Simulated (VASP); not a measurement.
Here is a VASP 6.6.1 calculation.

INCAR

```
SYSTEM = Na3TeF
PREC = Accurate
ENCUT = 520
EDIFF = 1E-8
ISMEAR = 0
SIGMA = 0.01
LREAL = .False.
LASPH = .True.
NELM = 100
ALGO = Normal
ISIF = 2
LWAVE = .False.
LCHARG = .True.
GGA = PE
NBANDS = 25
IBRION = 8
NSW = 1
LEPSILON = .True.
```

The input KPOINTS:

```
Automatic mesh
0
Gamma
  6 6 6
  0 0 0
```

POSCAR

```
Na3TeF
1.0
    4.7085000000      0.0000000000      0.0000000000
    0.0000000000      4.7085000000      0.0000000000
    0.0000000000      0.0000000000      4.7085000000
Te F Na
1 1 3
Direct
    0.0000000000      0.0000000000      0.0000000000
    0.5000000000      0.5000000000      0.5000000000
    0.5000000000      0.5000000000      0.0000000000
    0.5000000000      0.0000000000      0.5000000000
    0.0000000000      0.5000000000      0.5000000000
```

Potentials or basis: VASP PAW PBE potentials, release 64 (Te, F, Na_pv).

Run with:

```bash
$ cat potpaw_PBE.64/Te/POTCAR potpaw_PBE.64/F/POTCAR potpaw_PBE.64/Na_pv/POTCAR > POTCAR
$ mpirun -np 1 vasp_std > vasp.out
```

Q: Estimate the electronic dielectric tensor (diagonal).

A: 4.20.

Q: Estimate the Born charges (mean of the diagonal).

A: Te -1.98; F -1.47; Na +1.15 e.

Q: Predict the highest phonon frequency at Γ, LO-TO splitting left out.

A: 239 cm⁻¹.

Born effective charge tensors (e):
atom 1, Te
```
-1.98  0.00  0.00
 0.00 -1.98  0.00
 0.00  0.00 -1.98
```
atom 2, F
```
-1.47  0.00  0.00
 0.00 -1.47  0.00
 0.00  0.00 -1.47
```
atom 3, Na
```
1.33 0.00 0.00
0.00 1.33 0.00
0.00 0.00 0.78
```
atom 4, Na
```
1.33 0.00 0.00
0.00 0.78 0.00
0.00 0.00 1.33
```
atom 5, Na
```
0.78 0.00 0.00
0.00 1.33 0.00
0.00 0.00 1.33
```
